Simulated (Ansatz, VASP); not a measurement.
**CdS in VASP and in Ansatz**

INCAR

```
PREC = Accurate ; ENCUT = 520
EDIFF = 1E-6 ; ISMEAR = 0
SIGMA = 0.01 ; LREAL = F
LASPH = T ; NELM = 60
ALGO = Normal ; ISIF = 2
LWAVE = F ; LCHARG = F
GGA = PE ; NBANDS = 26
```

File KPOINTS:

```
Automatic mesh
0
Gamma
  6 6 4
```

POSCAR

```
CdS
1.0
    4.1500000000      0.0000000000      0.0000000000
   -2.0750000000      3.5940100000      0.0000000000
    0.0000000000      0.0000000000      6.7370000000
Cd S
2 2
Direct
    0.3333333333      0.6666666667      0.0000000000
    0.6666666667      0.3333333333      0.5000000000
    0.3333333333      0.6666666667      0.3750000000
    0.6666666667      0.3333333333      0.8750000000
```

Input for Ansatz:

```yaml
crystal:
  lattice:
    - [4.15, 0.0, 0.0]
    - [-2.075, 3.59401, 0.0]
    - [0.0, 0.0, 6.737]
  atoms:
    - { symbol: Cd, position: [0.3333333333333333, 0.6666666666666666, 0.0] }
    - { symbol: Cd, position: [0.6666666666666666, 0.3333333333333333, 0.5] }
    - { symbol: S, position: [0.3333333333333333, 0.6666666666666666, 0.375] }
    - { symbol: S, position: [0.6666666666666666, 0.3333333333333333, 0.875] }
kpoints:
  mp_grid:
    grid: [6, 6, 4]
hamiltonian:
  xc: pbe
  pseudopotentials:
    kind: nc
scf:
  occupations:
    method: fixed
output:
  forces: true
  stress: true
  eigenvalues: true
```

Alike in both runs: task single point; functional PBE; k mesh 6 × 6 × 4; no spin polarisation.

```csv
,VASP,Ansatz
version,VASP 6.6.1,Ansatz 0.2.0
potentials or method,"VASP PAW PBE potentials, release 64 (Cd, S)",plane waves
plane-wave cutoff (eV),520,1071
occupations,"gaussian, width 0.01 eV",fixed
valence electrons in the cell,36,52
```

Ansatz gave:

```
gap on the k mesh at the Fermi level (eV)                     : 1.20
pressure (GPa)                                                : 2.1
traceless stress, the component that is largest in VASP (GPa) : 0.41
rms of the force components (eV/Å)                            : 0.039
```

Q: Which values does VASP return?

A: gap on the k mesh at the Fermi level (eV): 1.20; pressure (GPa): 2.4; traceless stress, the component that is largest in VASP (GPa): 0.43; rms of the force components (eV/Å): 0.040.

Atom by atom the forces differ by 0.001 eV/Å (rms over components). VASP's potentials hold 36 valence electrons a cell and Ansatz's 52, so a difference there can come from the potentials and not from the codes.
